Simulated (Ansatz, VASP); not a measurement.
## Two plane-wave programs on Ba

```
Ba
1.0
    -2.30000    2.30000    2.30000
     2.30000   -2.30000    2.30000
     2.30000    2.30000   -2.30000
Ba
1
Cartesian
  0.0000 0.0000 0.0000
```

Change from the starting cell: strain -0.080 along x and y, -0.080 along z, atoms carried along.

Alike in both runs: task single point; functional PBEsol; k mesh 14 × 14 × 14; occupations gaussian, width 0.15 eV; no spin polarisation.

```csv
,VASP,Ansatz
version,VASP 6.6.1,Ansatz 0.2.0
potentials or method,"VASP PAW PBE potentials, release 64 (Ba_sv), cutoff 520 eV","scalar-relativistic, plane waves, PAW"
valence electrons in the cell,10,10
```

```tsv
	VASP	Ansatz	Ansatz less VASP
gap on the k mesh at the Fermi level (eV)	none	none	-
pressure (GPa)	2.3	2.1	-0.21
```

VASP's potentials were made for PBE, not for PBEsol. A gap of «none» marks a metal or a gap that the smearing closes. With one functional, cell and mesh, what is left measures potentials, basis and numerics.

Spin-orbit coupling is off throughout.
